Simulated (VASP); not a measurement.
# Cl (P6_3/mmc) in VASP: further runs

The runs below take Cl through relaxation of cell and atoms, single point, with PBE.

All numbers are computed with VASP 6.6.1; they aren't measurements. Logs are shortened: lines on timing, memory, paths and dates and some standing lists are left out, and cuts for length are marked.

## (1) The cell of the first run

The structure is hexagonal, space group P6_3/mmc (No. 194). Conventional cell: a = 4.398 Å, b = 4.398 Å, c = 18.236 Å, α = 90.00°, β = 90.00°, γ = 120.00°. Within 2.7 Å of Cl (site symmetry 3m) lie 1 Cl at 2.01 Å. Within 2.7 Å of Cl (site symmetry 3m) lie 1 Cl at 2.01 Å.

## (2) Relaxation of cell and atoms, PBE

INCAR reads:

```
SYSTEM = Cl
  PREC = Accurate
  ENCUT = 600
  EDIFF = 1E-6
  ISMEAR = 0
  SIGMA = 0.02
  LREAL = .False.
  LASPH = .True.
  NELM = 100
  ALGO = Normal
  ISIF = 3
  LWAVE = .False.
  LCHARG = .False.
  GGA = PE
  IBRION = 2
  NSW = 100
  EDIFFG = -0.01
```

KPOINTS reads:

```
Automatic mesh
0
Gamma
  9 9 2
  0 0 0
```

POSCAR reads:

```
Cl
1.0
    4.3981690524      0.0000000000      0.0000000000
   -2.1990845262      3.8089261295      0.0000000000
    0.0000000000      0.0000000000     18.2358351515
Cl
8
Direct
    0.0000000000      0.0000000000      0.0551172961
    0.0000000000      0.0000000000      0.5551172961
    0.0000000000      0.0000000000      0.4448827039
    0.0000000000      0.0000000000      0.9448827039
    0.3333333333      0.6666666667      0.1948814278
    0.6666666667      0.3333333333      0.6948814278
    0.3333333333      0.6666666667      0.3051185722
    0.6666666667      0.3333333333      0.8051185722
```

Potentials or basis: VASP PAW PBE potentials, release 64 (Cl).

Command:

```sh
$ cat potpaw_PBE.64/Cl/POTCAR > POTCAR
$ mpirun -np 1 vasp_std > vasp.out
```

OUTCAR:

```text
SYSTEM = Cl
   PREC = Accurate
   ENCUT = 600
   EDIFF = 1E-6
   ISMEAR = 0
   LREAL = .False.
   LASPH = .True.
   NELM = 100
   ISIF = 3
   GGA = PE
   IBRION = 2
   NSW = 100
   EDIFFG = -0.01

 ion  position               nearest neighbor table
   1  0.000  0.000  0.055-   4 2.01
   2  0.000  0.000  0.555-   3 2.01
   3  0.000  0.000  0.445-   2 2.01
   4  0.000  0.000  0.945-   1 2.01
   5  0.333  0.667  0.195-   7 2.01
   6  0.667  0.333  0.695-   8 2.01
   7  0.333  0.667  0.305-   5 2.01
   8  0.667  0.333  0.805-   6 2.01

  LATTYP: Found a hexagonal cell.
 ALAT       =     4.3981690524
 C/A-ratio  =     4.1462333381

  Lattice vectors:

 A1 = (   4.3981690524,   0.0000000000,   0.0000000000)
 A2 = (  -2.1990845262,   3.8089261295,   0.0000000000)
 A3 = (   0.0000000000,   0.0000000000,  18.2358351515)

Analysis of symmetry for initial positions (statically):
=====================================================================
 Subroutine PRICEL returns:
 Original cell was already a primitive cell.

 Routine SETGRP: Setting up the symmetry group for a
 hexagonal supercell.

 Subroutine GETGRP returns: Found 24 space group operations
 (whereof 12 operations were pure point group operations)
 out of a pool of 24 trial point group operations.

The static configuration has the point symmetry D_3d.
 The point group associated with its full space group is D_6h.

Analysis of symmetry for dynamics (positions and initial velocities):
=====================================================================
 Subroutine PRICEL returns:
 Original cell was already a primitive cell.

 Routine SETGRP: Setting up the symmetry group for a
 hexagonal supercell.

 Subroutine GETGRP returns: Found 24 space group operations
 (whereof 12 operations were pure point group operations)
 out of a pool of 24 trial point group operations.

The dynamic configuration has the point symmetry D_3d.
 The point group associated with its full space group is D_6h.

 Subroutine INISYM returns: Found 24 space group operations
 (whereof 12 operations are pure point group operations),
 and found     1 'primitive' translations

----------------------------------------------------------------------------------------

                                     Primitive cell

  volume of cell :     305.4922
[... 100 lines left out ...]
   EDIFF  = 0.1E-05   stopping-criterion for ELM
   LREAL  =      F    real-space projection
   EDIFFG = -.1E-01   stopping-criterion for IOM
   NSW    =    100    number of steps for IOM
   IBRION =      2    ionic relax: 0-MD 1-quasi-New 2-CG
   NFREE  =      1    steps in history (QN), initial steepest desc. (CG)
   ISIF   =      3    stress and relaxation
   ISYM   =      2    0-nonsym 1-usesym 2-fastsym
   POTIM  = 0.5000    time-step for ionic-motion
   TEBEG  =    0.0;   TEEND  =   0.0 temperature during run
   PSTRESS=    0.0 pullay stress
   NELECT =      56.0000    total number of electrons
   NUPDOWN=      -1.0000    fix difference up-down
   EMIN   =  10.00;   EMAX   =-10.00  energy-range for DOS
   EFERMI =   0.00;   METHOD = LEGACY
   ISMEAR =     0;   SIGMA  =   0.02  broadening in eV -4-tet -1-fermi 0-gaus
   EFERMI_NEDOS =   21; number of points for ismear=-14 and -15
   IALGO  =     38    algorithm
   IMIX   =      4    mixing-type and parameters
     AMIX     =   0.40;   BMIX     =  1.00
     AMIX_MAG =   1.60;   BMIX_MAG =  1.00
  volume/ion in A,a.u.               =      38.19       257.70
  Fermi-wavevector in a.u.,A,eV,Ry     =   0.929974  1.757396 11.767020  0.864852
  Thomas-Fermi vector in A             =   2.056313
   LORBIT       =      0    0 simple, 1 ext, 2 COOP (PROOUT), +10 PAW based schemes
   GGA     = PE    functional components
   LHFCALC =     F    Hartree Fock is set to
   AEXX    =    0.0000 exact exchange contribution
   IVDW    =     0    specifies the selected vdW correction
   LEPSILON=     F    determine dielectric tensor
   LRPA    =     F    only Hartree local field effects (RPA)
 conjugate gradient relaxation of ions
 non-spin polarized calculation
 Gauss-broadening in eV      SIGMA  =   0.02
  energy-cutoff  :      600.00
  volume of cell :      305.49
 maximum number of plane-waves:     10231
 NGX is ok and might be reduce to    36
   NGX = 17   NGY = 17   NGZ = 73

--------------------------------------- Ionic step        1  -------------------------------------------

 number of electron      56.0000010 magnetization

 Free energy of the ion-electron system (eV)
  ---------------------------------------------------
  ext. energy  EPLUGINS =         0.00000000
  ---------------------------------------------------
  free energy    TOTEN  =       -14.65717616 eV

  energy without entropy =      -14.65717616  energy(sigma->0) =      -14.65717616

------------------------ aborting loop because EDIFF is reached ----------------------------------------

  FORCE on cell =-STRESS in cart. coord.  units (eV):
  Direction    XX          YY          ZZ          XY          YZ          ZX
  --------------------------------------------------------------------------------------
  -------------------------------------------------------------------------------------
  Total        0.0960373      0.0960373     -1.0897141      0.0000000      0.0000000      0.0000000
  in kB        0.5036751      0.5036751     -5.7150896      0.0000000      0.0000000      0.0000000
  external PRESSURE =      -1.5692465 kB  Pullay stress =       0.0000000 kB
[... 107 lines left out ...]
  FREE ENERGIE OF THE ION-ELECTRON SYSTEM (eV)
  ---------------------------------------------------
  free  energy   TOTEN  =       -14.6601094034 eV

  energy  without entropy=      -14.6601094034  energy(sigma->0) =      -14.66010940

[... ionic steps 4 to 8 ...]

--------------------------------------- Ionic step        9  -------------------------------------------

 number of electron      56.0000002 magnetization

------------------------ aborting loop because EDIFF is reached ----------------------------------------
[... 79 lines left out ...]
--------------------------------------- Ionic step       11  -------------------------------------------

 number of electron      56.0000002 magnetization

 Free energy of the ion-electron system (eV)
  ---------------------------------------------------
  ext. energy  EPLUGINS =         0.00000000
  ---------------------------------------------------
  free energy    TOTEN  =       -14.66441934 eV

  energy without entropy =      -14.66441934  energy(sigma->0) =      -14.66441934

 E-fermi :  -2.1724     XC(G=0):  -6.3963

 val. band max:       -2.2780051858   @ k =   0.4444  -0.0000   0.0000
 cond. band min:      -0.1243007444   @ k =   0.0000   0.0000   0.0000
 fundamental gap:      2.1537044414
 Fermi energy:        -2.1723797372

 k-point     1 :       0.0000    0.0000    0.0000
  band No.  band energies     occupation
      1     -18.8908      2.00000
      2     -18.8481      2.00000
      3     -18.8465      2.00000
      4     -18.8017      2.00000
      5     -14.8291      2.00000
      6     -14.6675      2.00000
[... 888 lines left out ...]
  FREE ENERGIE OF THE ION-ELECTRON SYSTEM (eV)
  ---------------------------------------------------
  free  energy   TOTEN  =       -14.6644193433 eV

  energy  without entropy=      -14.6644193433  energy(sigma->0) =      -14.66441934

 reached required accuracy - stopping structural energy minimisation
```

OSZICAR:

```text
N       E                     dE             d eps       ncg     rms          rms(c)
DAV:   1     0.475656712578E+03    0.47566E+03   -0.24982E+04  1584   0.156E+03
[... 95 lines left out ...]
DAV:   1    -0.146697072911E+02   -0.10254E-01   -0.33233E-01  1584   0.290E+00    0.120E+00
DAV:   2    -0.146659745756E+02    0.37327E-02   -0.19830E-02  1642   0.731E-01    0.297E-01
DAV:   3    -0.146645753010E+02    0.13993E-02   -0.22977E-03  1723   0.214E-01    0.159E-01
DAV:   4    -0.146644212086E+02    0.15409E-03   -0.33669E-04  1739   0.816E-02    0.125E-01
DAV:   5    -0.146644155278E+02    0.56808E-05   -0.53434E-05  1798   0.388E-02    0.263E-02
DAV:   6    -0.146644193107E+02   -0.37829E-05   -0.70350E-06  1702   0.139E-02    0.503E-03
DAV:   7    -0.146644193433E+02   -0.32585E-07   -0.50241E-07   840   0.411E-03
  11 F= -.14664419E+02 E0= -.14664419E+02  d E =-.290869E-04
```

Wall time 19 min (1 thread of Intel Xeon 6975P-C (Granite Rapids), shared host); peak memory 0.58 GiB.

Results:

| Item | Value |
| --- | --- |
| Free energy | -14.6644 eV |
| Relaxed volume | 39.61 Å³/atom |
| Relaxed cell | a = 4.444 Å, b = 4.444 Å, c = 18.527 Å, α = 90.00°, β = 90.00°, γ = 120.00° |
| Space group after relaxing (to 0.1 Å) | P6_3/mmc (No. 194) |
| Energy gained by relaxing | 0.9 meV/atom |
| Ionic steps | 11 |
| Pressure after relaxing | 0.0 GPa |
| Band gap on the k mesh | 2.15 eV (least direct gap 2.17 eV) |

Forces in eV/Å, atoms in the order of the input:
```
Cl   0.000  0.000  0.002
Cl   0.000  0.000  0.002
Cl   0.000  0.000 -0.002
Cl   0.000  0.000 -0.002
Cl   0.000  0.000 -0.001
Cl   0.000  0.000 -0.001
Cl   0.000  0.000  0.001
Cl   0.000  0.000  0.001
```

Step by step:
```tsv
step	energy change (eV)	largest force (eV/Å)	pressure (GPa)	volume (Å³)
1	0.0000	0.1771	-0.16	305.49
2	0.0136	0.3727	0.65	303.84
3	-0.0029	0.0222	0.08	304.99
4	-0.0029	0.0178	0.08	304.98
5	-0.0034	0.0171	0.08	305.63
6	-0.0047	0.0125	0.07	307.58
7	-0.0065	0.0020	0.05	311.50
8	-0.0070	0.0291	0.02	319.44
9	-0.0072	0.0204	0.02	316.74
10	-0.0023	0.2096	-0.29	318.53
11	-0.0072	0.0024	0.00	316.87
```

Final structure:
```xyz
8
Lattice="4.4440 0.0000 0.0000 -2.2220 3.8486 0.0000 0.0000 0.0000 18.5269" Properties=species:S:1:pos:R:3 pbc="T T T"
Cl    0.0000    0.0000    0.9997
Cl    0.0000    0.0000   10.2632
Cl    0.0000    0.0000    8.2638
Cl    0.0000    0.0000   17.5272
Cl    0.0000    2.5657    3.6319
Cl    2.2220    1.2829   12.8954
Cl    0.0000    2.5657    5.6315
Cl    2.2220    1.2829   14.8950
```

Caveat: this functional lacks dispersion, which holds the molecules together, so the pressure and a relaxed volume are unreliable; an odd mesh through Γ misses points on the zone boundary, where band edges can lie.

(Part 1 of 2 ends here.)
